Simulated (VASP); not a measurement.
Input of a VASP 6.6.1 run:

File INCAR:

```
  PREC = Accurate
  ENCUT = 600
  EDIFF = 1E-6
  ISMEAR = 0
  SIGMA = 0.02
  LREAL = False
  LASPH = True
  NELM = 120
  ALGO = Normal
  ISIF = 2
  LWAVE = False
  LCHARG = False
  GGA = PE
  NBANDS = 56
  GGA_COMPAT = False
```

Contents of KPOINTS:

```
regular mesh
0
Gamma
  6 6 6
```

File POSCAR:

```
Zr3SiO8
1.0
    3.5770890711      3.5770890711      0.0000000000
   -3.5770890711      3.5770890711      0.0000000000
    0.0000000000      0.0000000000      5.0588194315
Si Zr O
1 3 8
Direct
    0.0000000000      0.5000000000      0.5000000000
    0.5000000000      0.0000000000      0.5000000000
    0.0000000000      0.0000000000      0.0000000000
    0.5000000000      0.5000000000      0.0000000000
    0.1924790188      0.3075209812      0.6924746769
    0.8075209812      0.6924790188      0.6924746769
    0.3048767241      0.8048767241      0.8048785609
    0.6951232759      0.1951232759      0.8048785609
    0.1924790188      0.6924790188      0.3075253231
    0.8075209812      0.3075209812      0.3075253231
    0.3048767241      0.1951232759      0.1951214391
    0.6951232759      0.8048767241      0.1951214391
```

Potentials or basis: VASP PAW PBE potentials, release 64 (Si, Zr_sv, O).

Run with:

```bash
$ cat potpaw_PBE.64/Si/POTCAR potpaw_PBE.64/Zr_sv/POTCAR potpaw_PBE.64/O/POTCAR > POTCAR
$ mpirun -np 1 vasp_std > vasp.out
```

**Question.** What does it give for the largest force?

**Answer.** 0.030 eV/Å.

**Question.** Predict the pressure.

**Answer.** 0.0 GPa.

**Question.** Predict the band gap on the k mesh.

**Answer.** 3.85 eV (least direct gap 3.88 eV).

Forces in eV/Å, atoms in the order of the input:
```
Si   0.000  0.000  0.000
Zr   0.000  0.000  0.000
Zr   0.000  0.000  0.000
Zr   0.000  0.000  0.000
O    0.025  0.000  0.018
O   -0.025  0.000  0.018
O    0.000 -0.011 -0.007
O    0.000  0.011 -0.007
O    0.000  0.025 -0.018
O    0.000 -0.025 -0.018
O   -0.011  0.000  0.007
O    0.011  0.000  0.007
```

A k mesh can miss the band edges.
